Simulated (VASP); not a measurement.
**Mg9O8 (a cell with a defect): single point with PBE**

Mg9O8 (a cell with a defect):

```
Mg O
1.0
     0.00000    4.02600    4.02600
     4.02600    0.00000    4.02600
     4.02600    4.02600    0.00000
Mg O
9 8
Cartesian
  0.0351 -0.0382 -0.0142
  1.6828 2.3483 0.3297
  2.0271 -0.0383 1.9782
  4.0653 2.0008 1.9740
  0.1031 2.1037 1.9098
  1.9241 3.9275 1.9117
  2.0863 1.9470 3.9521
  4.1269 3.9275 4.1146
  2.8189 5.2407 3.2194
  2.0573 1.9717 2.0853
  3.9804 4.0743 2.0582
  3.9532 1.9719 3.9817
  6.0799 4.1055 3.9848
  2.0472 3.8082 3.9927
  4.2553 6.0027 3.9913
  4.0109 4.0433 6.0540
  6.0741 6.0032 5.8088
```

* Program: VASP 6.6.1
* Task: single point
* Functional: PBE
* Potentials or basis: VASP PAW PBE potentials, release 64 (Mg_sv, O)
* Cutoff: 750 eV
* k mesh: 2 × 2 × 2
* Occupations: gaussian, width 0.05 eV
* Spin: no spin polarisation
* Dipole correction: no
* Mended: yes
* Further INCAR settings: LREAL = Auto; ALGO = Normal; EDIFF = 1e-06; NBANDS = 83

```json
{
 "Pressure": "86.8 GPa",
 "Largest force": "0.035 eV/Å",
 "Band gap on the k mesh": "zero (bands 69 and 70 overlap by 0.14 eV)"
}
```

Forces in eV/Å, atoms in the order of the input:
```
Mg  -0.003  0.002 -0.003
Mg  -0.001  0.002  0.002
Mg   0.003  0.000  0.001
Mg   0.000 -0.002  0.002
Mg  -0.006 -0.002  0.004
Mg   0.004  0.008  0.005
Mg   0.006 -0.011 -0.004
Mg  -0.006  0.009 -0.001
Mg   0.019 -0.021 -0.020
O   -0.003 -0.009 -0.002
O    0.011 -0.020 -0.009
O    0.001 -0.012  0.003
O    0.015  0.010 -0.011
O   -0.018 -0.010  0.013
O    0.002  0.027  0.007
O   -0.013  0.007  0.013
O   -0.010  0.022  0.000
```

Stress tensor (GPa, compression positive):
```
86.93 -4.56 -4.55
-4.56 86.53  4.56
-4.55  4.56 86.97
```

Levels at points of the mesh, in eV from the Fermi level:
| k point | band 66 | band 67 | band 68 | band 69 | band 70 | band 71 | band 72 | band 73 |
| --- | --- | --- | --- | --- | --- | --- | --- | --- |
| (0.00, 0.00, 0.00) | -7.50 | -7.50 | -7.29 | -1.98 | -0.15 | 0.70 | 0.70 | 0.78 |
| (0.50, 0.00, 0.00) | -8.13 | -7.74 | -7.73 | -0.22 | 0.41 | 1.70 | 1.77 | 1.78 |
| (0.00, 0.50, 0.00) | -7.74 | -7.67 | -7.55 | -0.47 | 0.30 | 1.02 | 1.95 | 1.97 |
| (0.00, 0.00, 0.50) | -7.74 | -7.67 | -7.55 | -0.47 | 0.29 | 1.04 | 1.95 | 1.96 |
| (0.50, 0.50, 0.50) | -7.74 | -7.67 | -7.55 | -0.47 | 0.30 | 1.02 | 1.95 | 1.97 |
| (0.50, 0.50, 0.00) | -7.95 | -7.93 | -7.87 | -0.01 | 1.03 | 1.68 | 2.13 | 2.47 |
| (0.00, 0.50, 0.50) | -7.95 | -7.93 | -7.87 | -0.01 | 1.03 | 1.68 | 2.13 | 2.46 |
| (0.50, 0.00, 0.50) | -7.95 | -7.93 | -7.87 | -0.02 | 1.04 | 1.68 | 2.13 | 2.43 |

Run time: 6 min on 1 thread of AMD EPYC 7R43 64-Core Processor (Zen 3) (shared host), peak memory 0.37 GiB.

Caveat: the k points lie up to 0.68 Å⁻¹ apart.
